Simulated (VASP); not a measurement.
Wanted: the native input for a VASP 6.6.1 run.

- Task: single point
- Functional: PBE
- Potentials or basis: VASP PAW PBE potentials, release 64 (Sb)
- Cutoff: 500 eV
- k mesh: 12 × 12 × 12
- Occupations: methfessel-paxton, width 0.1 eV
- Spin: no spin polarisation
- Dipole correction: no
- Further INCAR settings: ALGO = Normal; EDIFF = 1e-06; NBANDS = 8

The structure of Sb lies in POSCAR:

```
Sb
1.0
    0.0000000000      2.3873903087      2.1486512779
    2.3873903087      0.0000000000      2.1486512779
    2.3873903087      2.3873903087      0.0000000000
Sb
1
Direct
    0.0000000000      0.0000000000      0.0000000000
```

The input as run:

INCAR

```
SYSTEM = Sb
ALGO = Normal ; EDIFF = 1E-6
ENCUT = 500 ; GGA = PE
GGA_COMPAT = .FALSE. ; ISIF = 2
ISMEAR = 1 ; LASPH = .TRUE.
LCHARG = .FALSE. ; LREAL = .FALSE.
LWAVE = .FALSE. ; NBANDS = 8
NELM = 120 ; PREC = Accurate
SIGMA = 0.1
```

KPOINTS

```
k-points
0
G
  12 12 12
  0 0 0
```

Potentials or basis: VASP PAW PBE potentials, release 64 (Sb).

Launch:

```sh
$ cat potpaw_PBE.64/Sb/POTCAR > POTCAR
$ mpirun -np 1 vasp_std > vasp.out
```

It gave:

| Property | Result |
| --- | --- |
| Pressure | 8.9 GPa |

It took 34 s on 1 thread of Intel Xeon 8259CL (shared host), peak memory 0.16 GiB.
